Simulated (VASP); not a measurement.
Cu2Au, 6 atoms in the cell. The structure is cubic, space group Fd-3m (No. 227). Conventional cell: a = 7.080 Å, b = 7.080 Å, c = 7.080 Å, α = 90.00°, β = 90.00°, γ = 90.00°. Within 3.3 Å of Cu (site symmetry -3m) lie 6 Cu at 2.50 Å and 6 Au at 2.94 Å. Au (site symmetry -43m) has 12 Cu at 2.94 Å and 4 Au at 3.07 Å within 3.9 Å. 

* Program: VASP 6.6.1
* Task: single point
* Functional: PBE
* Potentials or basis: VASP PAW PBE potentials, release 64 (Cu, Au)
* Cutoff: 520 eV
* k mesh: 4 × 4 × 4
* Occupations: gaussian, width 0.1 eV
* Spin: no spin polarisation
* Dipole correction: no
* Further INCAR settings: ALGO = Fast; EDIFF = 1e-07; NBANDS = 42

Potentials or basis: VASP PAW PBE potentials, release 64 (Cu, Au).

Run with:

```bash
$ cat potpaw_PBE.64/Cu/POTCAR potpaw_PBE.64/Au/POTCAR > POTCAR
$ mpirun -np 1 vasp_std > vasp.out
```

Hardware: 1 thread of Intel(R) Xeon(R) 6975P-C (Granite Rapids), with other jobs on the host.

Problem. How long does it take, and how much memory?

Solution. It took 36 s on 1 thread of Intel(R) Xeon(R) 6975P-C (Granite Rapids), on a shared host, peak memory 0.24 GiB. Counts: scf iterations 23, k points 8.
